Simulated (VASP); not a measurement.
Write the native input for VASP 6.6.1 that does the following.

| Quantity | Value |
| --- | --- |
| Task | single point |
| Functional | PBE |
| Potentials or basis | VASP PAW PBE potentials, release 64 (Sr_sv, Ag) |
| Cutoff | 520 eV |
| k mesh | 8 × 8 × 8 |
| Occupations | tetrahedron |
| Spin | no spin polarisation |
| Dipole correction | no |
| Further INCAR settings | ALGO = Fast; EDIFF = 1e-06; NBANDS = 28 |

The structure of Sr3Ag lies in POSCAR:

```
Sr3Ag
1.0
    5.4750863317      0.0000000000      0.0000000000
    0.0000000000      5.4750863317      0.0000000000
    0.0000000000      0.0000000000      5.4750863317
Sr Ag
3 1
Direct
    0.0000000000      0.5000000000      0.5000000000
    0.5000000000      0.0000000000      0.5000000000
    0.5000000000      0.5000000000      0.0000000000
    0.0000000000      0.0000000000      0.0000000000
```

These files were run (other wordings do the same):

INCAR

```
PREC = Accurate ; ENCUT = 520
EDIFF = 1E-6 ; ISMEAR = -4
SIGMA = 0.1 ; LREAL = F
LASPH = T ; NELM = 60
ALGO = Fast ; ISIF = 2
LWAVE = F ; LCHARG = T
GGA = PE ; LELF = T
LVHAR = T ; NBANDS = 28
```

KPOINTS

```
regular mesh
0
Gamma
  8 8 8
```

Potentials or basis: VASP PAW PBE potentials, release 64 (Sr_sv, Ag).

The run is started by

```console
$ cat potpaw_PBE.64/Sr_sv/POTCAR potpaw_PBE.64/Ag/POTCAR > POTCAR
$ mpirun -np 1 vasp_std > vasp.out
```

It gave:

- Pressure: 0.1 GPa

Run time: 4 min on 1 thread of Oxide Virtual Turin-like Processor, with other jobs on the host, peak memory 0.31 GiB.
